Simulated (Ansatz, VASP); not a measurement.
## C: VASP beside Ansatz

```
CELL_PARAMETERS angstrom
-2.41040 2.44053 2.44053
2.41040 -2.38027 2.38027
2.41040 2.38027 -2.38027
ATOMIC_POSITIONS crystal
C 0.32547 0.00000 0.00000
C 0.67453 0.67453 0.67453
C 0.00000 0.32547 0.00000
C 0.00000 0.00000 0.32547
C 0.00000 0.67453 0.00000
C 0.32547 0.32547 0.32547
C 0.67453 0.00000 0.00000
C 0.00000 0.00000 0.67453
```

Change from the starting cell: strain +0.0250 x Voigt [0, 0, 0, 1, 0, 0], atoms carried along.

Alike in both runs: task single point; functional LDA; k mesh 8 × 8 × 8; occupations gaussian, width 0.05 eV; no spin polarisation.

|  | VASP | Ansatz |
| --- | --- | --- |
| version | VASP 6.6.1 | Ansatz 0.2.0 |
| potentials or method | VASP PAW LDA potentials, release 64 (C), cutoff 520 eV | scalar-relativistic, plane waves, PAW |
| valence electrons in the cell | 32 | 32 |

Ansatz gave:

| Property | Result |
| --- | --- |
| gap on the k mesh at the Fermi level (eV) | 2.83 |
| least direct gap on the mesh (eV) | 3.69 |
| pressure (GPa) | 0.1 |
| traceless stress, the component that is largest in VASP (GPa) | -7.41 |
| rms of the force components (eV/Å) | 0.037 |

Problem. Which values does VASP return?

Solution. gap on the k mesh at the Fermi level (eV): 2.82; least direct gap on the mesh (eV): 3.67; pressure (GPa): 1.1; traceless stress, the component that is largest in VASP (GPa): -7.38; rms of the force components (eV/Å): 0.046.

LDA's correlation is that of Perdew and Zunger in VASP and of Perdew and Wang (1992) in Ansatz. Atom by atom the forces differ by 0.029 eV/Å (rms over components).
